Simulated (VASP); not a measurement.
Pb:

```xyz
1
Lattice="0.0000 2.4750 2.4750 2.4750 0.0000 2.4750 2.4750 2.4750 0.0000" Properties=species:S:1:pos:R:3 pbc="T T T"
Pb    0.0000    0.0000    0.0000
```

* Program: VASP 6.6.1
* Task: relaxation of cell and atoms
* Functional: LDA
* Potentials or basis: VASP PAW LDA potentials, release 64 (Pb_d)
* Cutoff: 600 eV
* k mesh: 14 × 14 × 14
* Occupations: gaussian, width 0.1 eV
* Spin: no spin polarisation

At the start: pressure -1.8 GPa; volume 30.32 Å³/atom.

How do energy, volume and symmetry change on relaxing?

Over 10 steps the energy falls by 7.0 meV/atom and the volume is 29.15 Å³/atom (-3.9 %); space group Fm-3m (No. 225, to 0.05 Å).

The path:
| step | energy change (eV) | largest force (eV/Å) | pressure (GPa) | volume (Å³) |
| --- | --- | --- | --- | --- |
| 1 | 0.0000 | 0.0000 | -1.83 | 30.32 |
| 2 | -0.0064 | 0.0000 | 0.64 | 28.83 |
| 3 | -0.0072 | 0.0000 | -1.49 | 29.16 |
| 4 | -0.0067 | 0.0000 | 0.42 | 28.93 |
| 5 | -0.0070 | 0.0000 | -0.92 | 29.08 |
| 6 | -0.0068 | 0.0000 | 0.34 | 28.97 |
| 7 | -0.0069 | 0.0000 | 0.29 | 29.02 |
| 8 | -0.0070 | 0.0000 | -0.16 | 29.24 |
| 9 | -0.0070 | 0.0000 | -0.02 | 29.16 |
| 10 | -0.0070 | 0.0000 | 0.01 | 29.15 |

Final structure:
```
Pb
1.0
     0.00000    2.44276    2.44276
     2.44276    0.00000    2.44276
     2.44276    2.44276    0.00000
Pb
1
Direct
  0.00000 0.00000 0.00000
```
